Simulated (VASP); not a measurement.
Input of a VASP 6.6.1 run:

File POSCAR:

```
Sn
1.0
   -2.9441164778      2.9441164778      1.6268807290
    2.9441164778     -2.9441164778      1.6268807290
    2.9441164778      2.9441164778     -1.6268807290
Sn
2
Direct
    0.7500000000      0.2500000000      0.5000000000
    0.0000000000      0.0000000000      0.0000000000
```

File INCAR.step1:

```
SYSTEM = Sn
ALGO = Normal ; EDIFF = 1E-4
ENCUT = 520 ; GGA = PE
ISMEAR = 0 ; LASPH = .TRUE.
LCHARG = .FALSE. ; LREAL = .FALSE.
LWAVE = .TRUE. ; NBANDS = 21
NELM = 100 ; PREC = Accurate
SIGMA = 0.05
```

INCAR.step2

```
SYSTEM = Sn
ALGO = Normal ; EDIFF = 1E-6
ENCUT = 520 ; ISIF = 2
ISMEAR = 0 ; ISTART = 1
LASPH = .TRUE. ; LCHARG = .FALSE.
LMIXTAU = .TRUE. ; LREAL = .FALSE.
LWAVE = .FALSE. ; METAGGA = R2SCAN
NBANDS = 21 ; NELM = 100
PREC = Accurate ; SIGMA = 0.05
```

The input KPOINTS:

```
k-points
0
G
  14 14 14
  0 0 0
```

Potentials or basis: VASP PAW PBE potentials, release 64 (Sn_d).

The run is started by

```console
$ cat potpaw_PBE.64/Sn_d/POTCAR > POTCAR
$ cp INCAR.step1 INCAR
$ mpirun -np 1 vasp_std > vasp.out
$ cp INCAR.step2 INCAR
$ mpirun -np 1 vasp_std > vasp.out
```

(1) What does it give for the pressure?

(2) Estimate the band gap on the k mesh.

Answers

(1) -1.2 GPa.

(2) zero (band 14 reaches 8.95 eV, above the bottom of band 15 at 4.85 eV).

Caveat: the PAW data sets were made with another functional, which shifts forces and pressure a little; spin-orbit coupling is left out, which moves the levels of the heavy elements.
